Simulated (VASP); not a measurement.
A run of VASP 6.6.1 is set up as follows.

The input INCAR:

```
ALGO     = Normal         # electronic algorithm
EDIFF    = 1E-6           # SCF threshold, eV
ENCUT    = 500            # plane-wave cutoff, eV
GGA      = PS             # functional
GGA_COMPAT= False        
ISIF     = 2              # what is computed and relaxed
ISMEAR   = 0              # smearing method
LASPH    = True           # aspherical terms in the spheres
LCHARG   = False          # write CHGCAR
LREAL    = False          # projectors in reciprocal space
LWAVE    = False          # write WAVECAR
NBANDS   = 11             # bands
NELM     = 120            # most SCF steps
PREC     = Accurate       # precision mode
SIGMA    = 0.01           # smearing width, eV
```

File KPOINTS:

```
k-points
0
Gamma
  6 6 6
```

POSCAR

```
Si
1.0
    0.0000000000      2.7221188962      2.7221188962
    2.7221188962      0.0000000000      2.7221188962
    2.7221188962      2.7221188962      0.0000000000
Si
2
Direct
    0.0000000000      0.0000000000      0.0000000000
    0.2500000000      0.2500000000      0.2500000000
```

Potentials or basis: VASP PAW PBE potentials, release 64 (Si).

Launch:

```console
$ cat potpaw_PBE.64/Si/POTCAR > POTCAR
$ mpirun -np 1 vasp_std > vasp.out
```

Task: Predict the band gap on the k mesh.

Result: 0.60 eV, indirect (least direct gap 2.51 eV).

Task: Predict the pressure.

Result: -0.4 GPa.

Caveat: the PAW data sets were made with another functional, which shifts forces and pressure a little. A k mesh can miss the band edges.
